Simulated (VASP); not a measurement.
# Ga (Pm-3m) in VASP: density of states with PBE

Aim: the density of states of Ga with PBE.

Program: VASP 6.6.1. These are calculated values, not measurements. Logs are shortened: lines on timing, memory, paths and dates and some standing lists are left out, and cuts for length are marked.

## Step 1: The cell of the first run

Symmetry: Pm-3m, No. 221, cubic system. Conventional cell: a = 2.716 Å, b = 2.716 Å, c = 2.716 Å, α = 90.00°, β = 90.00°, γ = 90.00°. Ga (site symmetry m-3m) has 6 Ga at 2.72 Å within 3.6 Å.

## Step 2: Density of states, PBE

POSCAR reads:

```
Ga
1.0
    2.7164843000      0.0000000000      0.0000000000
    0.0000000000      2.7164843000      0.0000000000
    0.0000000000      0.0000000000      2.7164843000
Ga
1
Direct
    0.0000000000      0.0000000000      0.0000000000
```

INCAR.step1 reads:

```
SYSTEM = Ga
PREC = Accurate ; ENCUT = 520
EDIFF = 1E-6 ; ISMEAR = 0
SIGMA = 0.1 ; LREAL = .FALSE.
LASPH = .TRUE. ; NELM = 100
ALGO = Normal ; ISIF = 2
LWAVE = .FALSE. ; LCHARG = .TRUE.
GGA = PE ; NBANDS = 12
```

KPOINTS.step1 reads:

```
Automatic mesh
0
G
  20 20 20
  0 0 0
```

INCAR.step2 reads:

```
SYSTEM = Ga
PREC = Accurate ; ENCUT = 520
EDIFF = 1E-6 ; ISMEAR = -5
SIGMA = 0.1 ; LREAL = .FALSE.
LASPH = .TRUE. ; NELM = 100
ALGO = Normal ; ISIF = 2
LWAVE = .FALSE. ; LCHARG = .FALSE.
GGA = PE ; LORBIT = 11
NBANDS = 12 ; NEDOS = 1001
ICHARG = 11
```

KPOINTS.step2 reads:

```
Automatic mesh
0
G
  30 30 30
  0 0 0
```

Potentials or basis: VASP PAW PBE potentials, release 64 (Ga_d).

Run with:

```bash
cat potpaw_PBE.64/Ga_d/POTCAR > POTCAR
cp INCAR.step1 INCAR
cp KPOINTS.step1 KPOINTS
mpirun -np 1 vasp_std > vasp.out
cp INCAR.step2 INCAR
cp KPOINTS.step2 KPOINTS
mpirun -np 1 vasp_std > vasp.out
```

OUTCAR:

```text
SYSTEM = Ga
   PREC = Accurate
   ENCUT = 520
   EDIFF = 1E-6
   ISMEAR = -5
   LREAL = .FALSE.
   LASPH = .TRUE.
   NELM = 100
   ISIF = 2
   GGA = PE
   LORBIT = 11
   ICHARG = 11

 ion  position               nearest neighbor table
   1  0.000  0.000  0.000-

  LATTYP: Found a simple cubic cell.
 ALAT       =     2.7164843000

  Lattice vectors:

 A1 = (   2.7164843000,   0.0000000000,   0.0000000000)
 A2 = (   0.0000000000,   2.7164843000,   0.0000000000)
 A3 = (   0.0000000000,   0.0000000000,   2.7164843000)

Analysis of symmetry for initial positions (statically):
=====================================================================
 Subroutine PRICEL returns:
 Original cell was already a primitive cell.

 Routine SETGRP: Setting up the symmetry group for a
 simple cubic supercell.

 Subroutine GETGRP returns: Found 48 space group operations
 (whereof 48 operations were pure point group operations)
 out of a pool of 48 trial point group operations.

The static configuration has the point symmetry O_h .

Analysis of symmetry for dynamics (positions and initial velocities):
=====================================================================
 Subroutine PRICEL returns:
 Original cell was already a primitive cell.

 Routine SETGRP: Setting up the symmetry group for a
 simple cubic supercell.

 Subroutine GETGRP returns: Found 48 space group operations
 (whereof 48 operations were pure point group operations)
 out of a pool of 48 trial point group operations.

The dynamic configuration has the point symmetry O_h .

 Subroutine INISYM returns: Found 48 space group operations
 (whereof 48 operations are pure point group operations),
 and found     1 'primitive' translations

----------------------------------------------------------------------------------------

                                     Primitive cell

  volume of cell :      20.0457

  direct lattice vectors                    reciprocal lattice vectors
     2.716484300  0.000000000  0.000000000     0.368122871  0.000000000  0.000000000
     0.000000000  2.716484300  0.000000000     0.000000000  0.368122871  0.000000000
     0.000000000  0.000000000  2.716484300     0.000000000  0.000000000  0.368122871

  length of vectors
     2.716484300  2.716484300  2.716484300     0.368122871  0.368122871  0.368122871

  position of ions in fractional coordinates (direct lattice)
     0.000000000  0.000000000  0.000000000

  ion indices of the primitive-cell ions
   primitive index   ion index
                 1           1

----------------------------------------------------------------------------------------

 KPOINTS: Automatic mesh

Automatic generation of k-mesh.
 Grid dimensions read from file:
 generate k-points for:   30   30   30

 Generating k-lattice:

  Cartesian coordinates                     Fractional coordinates (reciprocal lattice)
     0.012270762  0.000000000  0.000000000     0.033333333  0.000000000  0.000000000
     0.000000000  0.012270762  0.000000000     0.000000000  0.033333333  0.000000000
     0.000000000  0.000000000  0.012270762     0.000000000  0.000000000  0.033333333

  Length of vectors
     0.012270762  0.012270762  0.012270762

  Shift w.r.t. Gamma in fractional coordinates (k-lattice)
     0.000000000  0.000000000  0.000000000

 TETIRR: Found  13472 inequivalent tetrahedra from   162000

 Subroutine IBZKPT returns following result:
 ===========================================

 Found    816 irreducible k-points:

 Following reciprocal coordinates:
            Coordinates               Weight
  0.000000  0.000000  0.000000      1.000000
  0.033333  0.000000  0.000000      6.000000
  0.066667  0.000000  0.000000      6.000000
  0.100000  0.000000  0.000000      6.000000
  0.133333  0.000000  0.000000      6.000000
  0.166667  0.000000  0.000000      6.000000
[... 16 lines left out ...]
  0.233333  0.033333  0.000000     24.000000
  0.266667  0.033333  0.000000     24.000000
 [... further k-points ...]
   k-points           NKPTS =    816   k-points in BZ     NKDIM =    816   number of bands    NBANDS=     12
   number of dos      NEDOS =   1001   number of ions     NIONS =      1
   total plane-waves  NPLWV =   8000
   dimension x,y,z NGX =    20 NGY =   20 NGZ =   20
   dimension x,y,z NGXF=    40 NGYF=   40 NGZF=   40
   ions per type =               1
   NGX,Y,Z   is equivalent  to a cutoff of  12.24, 12.24, 12.24 a.u.
   NGXF,Y,Z  is equivalent  to a cutoff of  24.48, 24.48, 24.48 a.u.
 SYSTEM =  Ga
   PREC   = accura    normal or accurate (medium, high low for compatibility)
   ISTART =      0    job   : 0-new  1-cont  2-samecut
   ICHARG =     11    charge: 1-file 2-atom 10-const
   ISPIN  =      1    spin polarized calculation?
   LNONCOLLINEAR =      F non collinear calculations
   LSORBIT =      F    spin-orbit coupling
   LASPH  =      T    aspherical Exc in radial PAW
   ENCUT  =  520.0 eV  38.22 Ry    6.18 a.u.   5.05  5.05  5.05*2*pi/ulx,y,z
   NELM   =    100;   NELMIN=  2; NELMDL=  0     # of ELM steps
   EDIFF  = 0.1E-05   stopping-criterion for ELM
   LREAL  =      F    real-space projection
   EDIFFG = 0.1E-04   stopping-criterion for IOM
   NSW    =      0    number of steps for IOM
   IBRION =     -1    ionic relax: 0-MD 1-quasi-New 2-CG
   NFREE  =      0    steps in history (QN), initial steepest desc. (CG)
   ISIF   =      2    stress and relaxation
   ISYM   =      2    0-nonsym 1-usesym 2-fastsym
   POTIM  = 0.5000    time-step for ionic-motion
   TEBEG  =    0.0;   TEEND  =   0.0 temperature during run
   PSTRESS=    0.0 pullay stress
   NELECT =      13.0000    total number of electrons
   NUPDOWN=      -1.0000    fix difference up-down
   EMIN   =  10.00;   EMAX   =-10.00  energy-range for DOS
   EFERMI =   0.00;   METHOD = LEGACY
   ISMEAR =    -5;   SIGMA  =   0.10  broadening in eV -4-tet -1-fermi 0-gaus
   EFERMI_NEDOS =   21; number of points for ismear=-14 and -15
   IALGO  =     38    algorithm
   IMIX   =      4    mixing-type and parameters
     AMIX     =   0.40;   BMIX     =  1.00
     AMIX_MAG =   1.60;   BMIX_MAG =  1.00
  volume/ion in A,a.u.               =      20.05       135.28
  Fermi-wavevector in a.u.,A,eV,Ry     =   1.417040  2.677817 27.320527  2.008002
  Thomas-Fermi vector in A             =   2.538312
   LORBIT       =     11    0 simple, 1 ext, 2 COOP (PROOUT), +10 PAW based schemes
   GGA     = PE    functional components
   LHFCALC =     F    Hartree Fock is set to
   AEXX    =    0.0000 exact exchange contribution
   IVDW    =     0    specifies the selected vdW correction
   LEPSILON=     F    determine dielectric tensor
   LRPA    =     F    only Hartree local field effects (RPA)
 non-spin polarized calculation
 Fermi weights with tetrahedron method with Bloechl corrections
  energy-cutoff  :      520.00
  volume of cell :       20.05
 maximum number of plane-waves:       554

 number of electron      13.0000027 magnetization

 Free energy of the ion-electron system (eV)
  ---------------------------------------------------
  ext. energy  EPLUGINS =         0.00000000
  ---------------------------------------------------
  free energy    TOTEN  =        -2.82596313 eV

  energy without entropy =       -2.82596313  energy(sigma->0) =       -2.82596313

 E-fermi :   4.7560     XC(G=0): -10.6372

 val. band max:        4.7893768904   @ k =   0.4000   0.4000   0.1000
 cond. band min:       4.6647850314   @ k =   0.5000   0.5000   0.1667
 fundamental gap:     -0.1245918589
 Fermi energy:         4.7560252946

 k-point     1 :       0.0000    0.0000    0.0000
  band No.  band energies     occupation
      1     -10.3551      2.00000
      2     -10.3551      2.00000
      3      -9.8422      2.00000
      4      -9.8422      2.00000
      5      -9.8422      2.00000
      6      -5.8021      2.00000
      7      13.7126      0.00000
      8      13.7126      0.00000
      9      13.7126      0.00000
     10      16.6428      0.00000
     11      16.6428      0.00000
     12      19.1027      0.00000

 k-point     2 :       0.0333    0.0000    0.0000
  band No.  band energies     occupation
      1     -10.3547      2.00000
      2     -10.3513      2.00000
      3      -9.8437      2.00000
      4      -9.8437      2.00000
      5      -9.8420      2.00000
      6      -5.7796      2.00000
      7      13.2604      0.00000
      8      13.7361      0.00000
      9      13.7361      0.00000
     10      16.6620      0.00000
     11      17.0180      0.00000
     12      19.2347      0.00000

 k-point     3 :       0.0667    0.0000    0.0000
  band No.  band energies     occupation
      1     -10.3534      2.00000
      2     -10.3400      2.00000
      3      -9.8483      2.00000
      4      -9.8483      2.00000
      5      -9.8416      2.00000
      6      -5.7120      2.00000
      7      12.3055      0.00000
      8      13.8064      0.00000
      9      13.8064      0.00000
     10      16.7195      0.00000
     11      17.6571      0.00000
     12      19.7151      0.00000
[... 286 lines left out ...]
 k-point    23 :       0.2333    0.0333    0.0000
  band No.  band energies     occupation
      1     -10.3345      2.00000
      2     -10.2024      2.00000
      3      -9.9079      2.00000
      4      -9.9055      2.00000
      5      -9.8383      2.00000
      6      -4.6669      2.00000
      7       6.8472      0.00000
      8      14.3698      0.00000
      9      14.8429      0.00000
     10      17.8584      0.00000
     11      19.3121      0.00000
     12      25.7999      0.00000

 k-point    24 :       0.2667    0.0333    0.0000
  band No.  band energies     occupation
      1     -10.3304      2.00000
      2     -10.1688      2.00000
      3      -9.9227      2.00000
      4      -9.9202      2.00000
      5      -9.8370      2.00000
      6      -4.3248      2.00000
      7       5.8282      0.00000
      8      14.6861      0.00000
      9      15.1602      0.00000
     10      18.1474      0.00000
     11      19.5650      0.00000
     12      25.5585      0.00000

 [... further k-points ...]

------------------------ aborting loop because EDIFF is reached ----------------------------------------

  FORCE on cell =-STRESS in cart. coord.  units (eV):
  Direction    XX          YY          ZZ          XY          YZ          ZX
  --------------------------------------------------------------------------------------
  -------------------------------------------------------------------------------------
  Total        0.0691989      0.0691989      0.0691989      0.0000000     -0.0000000      0.0000000
  in kB        5.5308063      5.5308063      5.5308063      0.0000000     -0.0000000      0.0000000
  external PRESSURE =       5.5308063 kB  Pullay stress =       0.0000000 kB

 VOLUME and BASIS-vectors are now :
 -----------------------------------------------------------------------------
  energy-cutoff  :      520.00
  volume of cell :       20.05
      direct lattice vectors                 reciprocal lattice vectors
     2.716484300  0.000000000  0.000000000     0.368122871  0.000000000  0.000000000
     0.000000000  2.716484300  0.000000000     0.000000000  0.368122871  0.000000000
     0.000000000  0.000000000  2.716484300     0.000000000  0.000000000  0.368122871

 POSITION                                       TOTAL-FORCE (eV/Angst)
 -----------------------------------------------------------------------------------
      0.00000      0.00000      0.00000         0.000000      0.000000      0.000000
 -----------------------------------------------------------------------------------
    total drift:                                0.000000      0.000000      0.000000

  FREE ENERGIE OF THE ION-ELECTRON SYSTEM (eV)
  ---------------------------------------------------
  free  energy   TOTEN  =        -2.8259631328 eV

  energy  without entropy=       -2.8259631328  energy(sigma->0) =       -2.82596313

 total charge

# of ion       s       p       d       tot
------------------------------------------
    1        1.008   0.608   9.947  11.563
```

It took 72 s on 1 thread of Intel Xeon Platinum 8124M at 3.00GHz (Skylake/Cascade Lake), shared host; peak memory 0.3 GiB.

Results:

| Property | Result |
| --- | --- |
| Valence electrons inside the program's atomic spheres | Ga 11.56 |

Caveat: tetrahedron occupations give inexact forces and stress in metals.
